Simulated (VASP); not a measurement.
# La2SnO4 (I4mm) in VASP: single point with PBE

Aim: the single point of La2SnO4 with PBE.

All numbers are computed with VASP 6.6.1; they aren't measurements. Logs are shortened: lines on timing, memory, paths and dates and some standing lists are left out, and cuts for length are marked.

## 1. The cell of the first run

The structure is tetragonal, space group I4mm (No. 107). The conventional cell has a = 4.093 Å, b = 4.093 Å, c = 15.007 Å, α = 90.00°, β = 90.00°, γ = 90.00°. La (site symmetry 4mm) has 8 O at 2.52 to 2.56 Å within 3.3 Å. Within 3.0 Å of La (site symmetry 4mm) lie 4 O at 2.31 Å. Sn (site symmetry 4mm) has 4 O at 2.23 Å within 2.9 Å. Within 3.1 Å of O (site symmetry 2mm) lie 2 Sn at 2.23 Å and 2 La at 2.56 Å and 5 O at 2.89 to 3.01 Å. O (site symmetry 2mm) has 4 La at 2.31 to 2.52 Å and 5 O at 2.89 to 3.01 Å within 3.1 Å.

## 2. Single point, PBE (17.96 Å³/atom)

INCAR reads:

```
SYSTEM = La2SnO4
ALGO     = Normal         ! electronic algorithm
EDIFF    = 1E-7           ! SCF threshold, eV
ENCUT    = 520            ! plane-wave cutoff, eV
GGA      = PE             ! functional
ISIF     = 2              ! what is computed and relaxed
ISMEAR   = 0              ! smearing method
LASPH    = .TRUE.         ! aspherical terms in the spheres
LCHARG   = .FALSE.        ! write CHGCAR
LREAL    = .FALSE.        ! projectors in reciprocal space
LWAVE    = .FALSE.        ! write WAVECAR
NBANDS   = 39             ! bands
NELM     = 80             ! most SCF steps
PREC     = Accurate       ! precision mode
SIGMA    = 0.02           ! smearing width, eV
```

KPOINTS reads:

```
k-points
0
G
  10 10 10
  0 0 0
```

POSCAR reads:

```
La2SnO4
1.0
   -2.0466952561      2.0466952561      7.5033247836
    2.0466952561     -2.0466952561      7.5033247836
    2.0466952561      2.0466952561     -7.5033247836
La Sn O
2 1 4
Direct
    0.3658307606      0.3658307606      0.0000000000
    0.6966224853      0.6966224853      0.0000000000
    0.0264602518      0.0264602518      0.0000000000
    0.9680029616      0.4680029616      0.5000000000
    0.4680029616      0.9680029616      0.5000000000
    0.2675402896      0.7675402896      0.5000000000
    0.7675402896      0.2675402896      0.5000000000
```

Potentials or basis: VASP PAW PBE potentials, release 64 (La, Sn_d, O).

On the command line:

```sh
$ cat potpaw_PBE.64/La/POTCAR potpaw_PBE.64/Sn_d/POTCAR potpaw_PBE.64/O/POTCAR > POTCAR
$ mpirun -np 1 vasp_std > vasp.out
```

OUTCAR:

```text
SYSTEM = La2SnO4
   EDIFF = 1E-7
   ENCUT = 520
   GGA = PE
   ISIF = 2
   ISMEAR = 0
   LASPH = .TRUE.
   LREAL = .FALSE.
   NELM = 80
   PREC = Accurate

 ion  position               nearest neighbor table
   1  0.366  0.366  0.000-   6 2.52   7 2.52   6 2.52   7 2.52   4 2.56   5 2.56   4 2.56   5 2.56

   2  0.697  0.697  0.000-   6 2.31   7 2.31   6 2.31   7 2.31
   3  0.026  0.026  0.000-   4 2.23   5 2.23   4 2.23   5 2.23
   4  0.968  0.468  0.500-   3 2.23   3 2.23   1 2.56   1 2.56
   5  0.468  0.968  0.500-   3 2.23   3 2.23   1 2.56   1 2.56
   6  0.268  0.768  0.500-   2 2.31   2 2.31   1 2.52   1 2.52
   7  0.768  0.268  0.500-   2 2.31   2 2.31   1 2.52   1 2.52

  LATTYP: Found a body centered tetragonal cell.
 ALAT       =     4.0933905122
 C/A-ratio  =     3.6660683906

  Lattice vectors:

 A1 = (  -2.0466952561,   2.0466952561,   7.5033247836)
 A2 = (   2.0466952561,  -2.0466952561,   7.5033247836)
 A3 = (   2.0466952561,   2.0466952561,  -7.5033247836)

Analysis of symmetry for initial positions (statically):
=====================================================================
 Subroutine PRICEL returns:
 Original cell was already a primitive cell.

 Routine SETGRP: Setting up the symmetry group for a
 body centered tetragonal supercell.

 Subroutine GETGRP returns: Found  8 space group operations
 (whereof  8 operations were pure point group operations)
 out of a pool of 16 trial point group operations.

The static configuration has the point symmetry C_4v.

Analysis of symmetry for dynamics (positions and initial velocities):
=====================================================================
 Subroutine PRICEL returns:
 Original cell was already a primitive cell.

 Routine SETGRP: Setting up the symmetry group for a
 body centered tetragonal supercell.

 Subroutine GETGRP returns: Found  8 space group operations
 (whereof  8 operations were pure point group operations)
 out of a pool of 16 trial point group operations.

The dynamic configuration has the point symmetry C_4v.

 Subroutine INISYM returns: Found  8 space group operations
 (whereof  8 operations are pure point group operations),
 and found     1 'primitive' translations

----------------------------------------------------------------------------------------

                                     Primitive cell

  volume of cell :     125.7246

  direct lattice vectors                    reciprocal lattice vectors
    -2.046695256  2.046695256  7.503324784     0.000000000  0.244296262  0.066637126
     2.046695256 -2.046695256  7.503324784     0.244296262  0.000000000  0.066637126
     2.046695256  2.046695256 -7.503324784     0.244296262  0.244296262  0.000000000

  length of vectors
     8.042251286  8.042251286  8.042251286     0.253221583  0.253221583  0.345487087

  position of ions in fractional coordinates (direct lattice)
     0.365830761  0.365830761  0.000000000
     0.696622485  0.696622485  0.000000000
     0.026460252  0.026460252  0.000000000
     0.968002962  0.468002962  0.500000000
     0.468002962  0.968002962  0.500000000
     0.267540290  0.767540290  0.500000000
     0.767540290  0.267540290  0.500000000

  ion indices of the primitive-cell ions
   primitive index   ion index
                 1           1
                 2           2
                 3           3
                 4           4
                 5           5
                 6           6
                 7           7

----------------------------------------------------------------------------------------

 KPOINTS: k-points

Automatic generation of k-mesh.
 Grid dimensions read from file:
 generate k-points for:   10   10   10

 Generating k-lattice:

  Cartesian coordinates                     Fractional coordinates (reciprocal lattice)
     0.000000000  0.024429626  0.006663713     0.100000000 -0.000000000  0.000000000
     0.024429626  0.000000000  0.006663713    -0.000000000  0.100000000  0.000000000
     0.024429626  0.024429626  0.000000000     0.000000000  0.000000000  0.100000000

  Length of vectors
     0.025322158  0.025322158  0.034548709

  Shift w.r.t. Gamma in fractional coordinates (k-lattice)
     0.000000000  0.000000000  0.000000000

 Subroutine IBZKPT returns following result:
 ===========================================

 Found    102 irreducible k-points:

 Following reciprocal coordinates:
            Coordinates               Weight
  0.000000  0.000000  0.000000      1.000000
  0.100000  0.000000 -0.000000      8.000000
  0.200000  0.000000 -0.000000      8.000000
  0.300000  0.000000  0.000000      8.000000
  0.400000  0.000000 -0.000000      8.000000
  0.500000  0.000000  0.000000      4.000000
[... 16 lines left out ...]
  0.300000  0.300000 -0.000000      8.000000
  0.400000  0.300000 -0.000000     16.000000
 [... further k-points ...]
   k-points           NKPTS =    102   k-points in BZ     NKDIM =    102   number of bands    NBANDS=     39
   number of dos      NEDOS =    301   number of ions     NIONS =      7
   total plane-waves  NPLWV = 216000
   dimension x,y,z NGX =    60 NGY =   60 NGZ =   60
   dimension x,y,z NGXF=   120 NGYF=  120 NGZF=  120
   ions per type =               2   1   4
   NGX,Y,Z   is equivalent  to a cutoff of  12.40, 12.40, 12.40 a.u.
   NGXF,Y,Z  is equivalent  to a cutoff of  24.81, 24.81, 24.81 a.u.
 SYSTEM =  La2SnO4
   PREC   = accura    normal or accurate (medium, high low for compatibility)
   ISTART =      0    job   : 0-new  1-cont  2-samecut
   ICHARG =      2    charge: 1-file 2-atom 10-const
   ISPIN  =      1    spin polarized calculation?
   LNONCOLLINEAR =      F non collinear calculations
   LSORBIT =      F    spin-orbit coupling
   LASPH  =      T    aspherical Exc in radial PAW
   ENCUT  =  520.0 eV  38.22 Ry    6.18 a.u.  14.95 14.95 14.95*2*pi/ulx,y,z
   NELM   =     80;   NELMIN=  2; NELMDL= -5     # of ELM steps
   EDIFF  = 0.1E-06   stopping-criterion for ELM
   LREAL  =      F    real-space projection
   EDIFFG = 0.1E-05   stopping-criterion for IOM
   NSW    =      0    number of steps for IOM
   IBRION =     -1    ionic relax: 0-MD 1-quasi-New 2-CG
   NFREE  =      0    steps in history (QN), initial steepest desc. (CG)
   ISIF   =      2    stress and relaxation
   ISYM   =      2    0-nonsym 1-usesym 2-fastsym
   POTIM  = 0.5000    time-step for ionic-motion
   TEBEG  =    0.0;   TEEND  =   0.0 temperature during run
   PSTRESS=    0.0 pullay stress
   NELECT =      60.0000    total number of electrons
   NUPDOWN=      -1.0000    fix difference up-down
   EMIN   =  10.00;   EMAX   =-10.00  energy-range for DOS
   EFERMI =   0.00;   METHOD = LEGACY
   ISMEAR =     0;   SIGMA  =   0.02  broadening in eV -4-tet -1-fermi 0-gaus
   EFERMI_NEDOS =   21; number of points for ismear=-14 and -15
   IALGO  =     38    algorithm
   IMIX   =      4    mixing-type and parameters
     AMIX     =   0.40;   BMIX     =  1.00
     AMIX_MAG =   1.60;   BMIX_MAG =  1.00
  volume/ion in A,a.u.               =      17.96       121.20
  Fermi-wavevector in a.u.,A,eV,Ry     =   1.279338  2.417598 22.268724  1.636705
  Thomas-Fermi vector in A             =   2.411829
   LORBIT       =      0    0 simple, 1 ext, 2 COOP (PROOUT), +10 PAW based schemes
   GGA     = PE    functional components
   LHFCALC =     F    Hartree Fock is set to
   AEXX    =    0.0000 exact exchange contribution
   IVDW    =     0    specifies the selected vdW correction
   LEPSILON=     F    determine dielectric tensor
   LRPA    =     F    only Hartree local field effects (RPA)
 non-spin polarized calculation
 Gauss-broadening in eV      SIGMA  =   0.02
  energy-cutoff  :      520.00
  volume of cell :      125.72
 maximum number of plane-waves:      3410
   NGX = 29   NGY = 29   NGZ = 29

 number of electron      59.9999999 magnetization

 Free energy of the ion-electron system (eV)
  ---------------------------------------------------
  ext. energy  EPLUGINS =         0.00000000
  ---------------------------------------------------
  free energy    TOTEN  =       -52.69949827 eV

  energy without entropy =      -52.69949827  energy(sigma->0) =      -52.69949827

 E-fermi :   5.8925     XC(G=0):  -9.9865

 val. band max:        5.7591315056   @ k =  -0.3000   0.4000   0.3000
 cond. band min:       7.4522942256   @ k =   0.5000   0.5000   0.5000
 fundamental gap:      1.6931627200
 Fermi energy:         5.8925163543

 k-point     1 :       0.0000    0.0000    0.0000
  band No.  band energies     occupation
      1     -25.0333      2.00000
      2     -24.4212      2.00000
      3     -14.7613      2.00000
      4     -14.5951      2.00000
      5     -14.5630      2.00000
      6     -14.5630      2.00000
[... 31 lines left out ...]
     38      10.2289      0.00000
     39      10.4250      0.00000

 k-point     2 :       0.1000    0.0000   -0.0000
  band No.  band energies     occupation
      1     -25.0274      2.00000
      2     -24.4182      2.00000
      3     -14.7548      2.00000
      4     -14.5980      2.00000
      5     -14.5628      2.00000
      6     -14.5618      2.00000
[... 31 lines left out ...]
     38      10.2431      0.00000
     39      10.4045      0.00000

 k-point     3 :       0.2000    0.0000   -0.0000
  band No.  band energies     occupation
      1     -25.0119      2.00000
      2     -24.4106      2.00000
      3     -14.7379      2.00000
      4     -14.6077      2.00000
      5     -14.5624      2.00000
      6     -14.5568      2.00000
[... 31 lines left out ...]
     38      10.2266      0.00000
     39      10.4162      0.00000

 k-point     4 :       0.3000    0.0000    0.0000
  band No.  band energies     occupation
      1     -24.9925      2.00000
      2     -24.4013      2.00000
      3     -14.7163      2.00000
      4     -14.6232      2.00000
      5     -14.5619      2.00000
      6     -14.5479      2.00000
[... 31 lines left out ...]
     38      10.1691      0.00000
     39      10.4245      0.00000
[... 754 lines left out ...]
     38      10.1955      0.00000
     39      10.2461      0.00000

 k-point    23 :       0.3000    0.3000   -0.0000
  band No.  band energies     occupation
      1     -24.9563      2.00000
      2     -24.3762      2.00000
      3     -14.6795      2.00000
      4     -14.6331      2.00000
      5     -14.5491      2.00000
      6     -14.5463      2.00000
[... 31 lines left out ...]
     38      10.2447      0.00000
     39      10.2530      0.00000

 k-point    24 :       0.4000    0.3000   -0.0000
  band No.  band energies     occupation
      1     -24.9423      2.00000
      2     -24.3666      2.00000
      3     -14.6662      2.00000
      4     -14.6433      2.00000
      5     -14.5470      2.00000
      6     -14.5358      2.00000
[... 31 lines left out ...]
     38      10.2096      0.00000
     39      10.2537      0.00000

 [... further k-points ...]
[... 5 lines left out ...]
  --------------------------------------------------------------------------------------
  -------------------------------------------------------------------------------------
  Total       -0.7897730     -0.7897730     -0.8160247      0.0000000      0.0000000      0.0000000
  in kB      -10.0645133    -10.0645133    -10.3990529      0.0000000      0.0000000      0.0000000
  external PRESSURE =     -10.1760265 kB  Pullay stress =       0.0000000 kB

 VOLUME and BASIS-vectors are now :
 -----------------------------------------------------------------------------
  energy-cutoff  :      520.00
  volume of cell :      125.72
      direct lattice vectors                 reciprocal lattice vectors
    -2.046695256  2.046695256  7.503324784     0.000000000  0.244296262  0.066637126
     2.046695256 -2.046695256  7.503324784     0.244296262  0.000000000  0.066637126
     2.046695256  2.046695256 -7.503324784     0.244296262  0.244296262  0.000000000

 POSITION                                       TOTAL-FORCE (eV/Angst)
 -----------------------------------------------------------------------------------
      0.00000      0.00000      5.48989        -0.000000     -0.000000     -0.017911
      0.00000      0.00000     10.45397        -0.000000     -0.000000      0.019527
      0.00000      0.00000      0.39708         0.000000      0.000000      0.056678
      0.00000      2.04670      7.02316         0.000000     -0.000000     -0.028691
      2.04670      0.00000      7.02316        -0.000000      0.000000     -0.028691
      2.04670      0.00000      4.01488        -0.000000     -0.000000     -0.000456
      0.00000      2.04670      4.01488        -0.000000     -0.000000     -0.000456
 -----------------------------------------------------------------------------------
    total drift:                               -0.000002     -0.000002     -0.000717

  FREE ENERGIE OF THE ION-ELECTRON SYSTEM (eV)
  ---------------------------------------------------
  free  energy   TOTEN  =       -52.6994982667 eV

  energy  without entropy=      -52.6994982667  energy(sigma->0) =      -52.69949827
```

Wall time 33 min (1 thread of Intel Xeon Platinum 8259CL at 2.50GHz (Skylake/Cascade Lake), shared host); peak memory 0.85 GiB.

What came out:

* Free energy: -52.6995 eV
* Pressure: -1.0 GPa
* Largest force: 0.057 eV/Å
* Band gap on the k mesh: 1.69 eV (least direct gap 2.21 eV)

Forces on the atoms (eV/Å):
```
La   0.000  0.000 -0.018
La   0.000  0.000  0.020
Sn   0.000  0.000  0.057
O    0.000  0.000 -0.029
O    0.000  0.000 -0.029
O    0.000  0.000  0.000
O    0.000  0.000  0.000
```

Caveat: spin-orbit coupling is left out, which moves the levels of the heavy elements.
